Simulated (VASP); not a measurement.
Al, 1 atom in the cell. Symmetry: Fm-3m, No. 225, cubic system. The conventional cell has a = 4.040 Å, b = 4.040 Å, c = 4.040 Å, α = 90.00°, β = 90.00°, γ = 90.00°. Al (site symmetry m-3m) has 12 Al at 2.86 Å within 3.8 Å. 

* Program: VASP 6.6.1
* Task: single point
* Functional: HSE06
* Potentials or basis: VASP PAW PBE potentials, release 64 (Al)
* Cutoff: 520 eV
* k mesh: 6 × 6 × 6
* Occupations: fermi-dirac, width 0.02 eV
* Spin: no spin polarisation
* Dipole correction: no
* Grid for exact exchange (PRECFOCK): Normal
* Further INCAR settings: ALGO = Normal; EDIFF = 1e-06; NBANDS = 8
* Share of exact exchange: 0.25
* Screening parameter: 0.2079 1/Å

Potentials or basis: VASP PAW PBE potentials, release 64 (Al).

Run with:

```console
$ cat potpaw_PBE.64/Al/POTCAR > POTCAR
$ cp INCAR.step1 INCAR
$ mpirun -np 1 vasp_std > vasp.out
$ cp INCAR.step2 INCAR
$ mpirun -np 1 vasp_std > vasp.out
```

Hardware: 1 thread of AMD EPYC 7R13, on a shared host.

Question: How long does it take, and how much memory?

Answer: Run time: 2.3 min on 1 thread of AMD EPYC 7R13, with other jobs on the host, peak memory 0.2 GiB. Counts: k points 16.
